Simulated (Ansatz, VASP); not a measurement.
One calculation of CsH, two programs

```
Cs H
1.0
     0.00000    3.04862    3.04862
     3.04862    0.00000    3.04862
     3.04862    3.04862    0.00000
Cs H
1 1
Direct
  0.00000 0.00000 0.00000
  0.50000 0.50000 0.50000
```

Alike in both runs: functional LDA; k mesh 8 × 8 × 8; no spin polarisation.

Ansatz relaxed the structure, and its values are those at the end. VASP's run is a single point on that final structure, the one shown.

```csv
,VASP,Ansatz
version,VASP 6.6.1,Ansatz 0.2.0
potentials or method,"VASP PAW LDA potentials, release 64 (Cs_sv, H), cutoff 520 eV","scalar-relativistic, plane waves, PAW"
occupations,"gaussian, width 0.01 eV",fixed
valence electrons in the cell,10,10
```

Ansatz gave:

| Item | Value |
| --- | --- |
| gap on the k mesh at the Fermi level (eV) | 1.75 |
| least direct gap on the mesh (eV) | 1.75 |
| pressure (GPa) | 0.0 |

Question: What did VASP give for the same quantities?

Answer: gap on the k mesh at the Fermi level (eV): 1.72; least direct gap on the mesh (eV): 1.72; pressure (GPa): 0.1.

LDA's correlation is that of Perdew and Zunger in VASP and of Perdew and Wang (1992) in Ansatz.

Neither program's run includes spin-orbit coupling.
